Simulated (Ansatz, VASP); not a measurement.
One calculation of V, two programs

```
V
1.0
     0.00000    2.65274    2.65274
     2.65274    0.00000    2.65274
     2.65274    2.65274    0.00000
V
2
Direct
  0.12500 0.12500 0.12500
  0.87500 0.87500 0.87500
```

Alike in both runs: task single point; functional r2SCAN; k mesh 12 × 12 × 12; occupations fermi-dirac, width 0.1 eV; no spin polarisation.

```csv
,VASP,Ansatz
version,VASP 6.6.1,Ansatz 0.2.0
potentials or method,"VASP PAW PBE potentials, release 64 (V_sv), cutoff 520 eV","plane waves (500 eV) with PAW, scalar-relativistic"
valence electrons in the cell,26,26
```

VASP gave:

```
pressure (GPa) : -1.5
```

Problem. What did Ansatz give for the same quantities?

Solution. Pressure (GPa): -2.3.

VASP's potentials were made for PBE, not for r2SCAN. With one functional, cell and mesh, what is left measures potentials, basis and numerics.
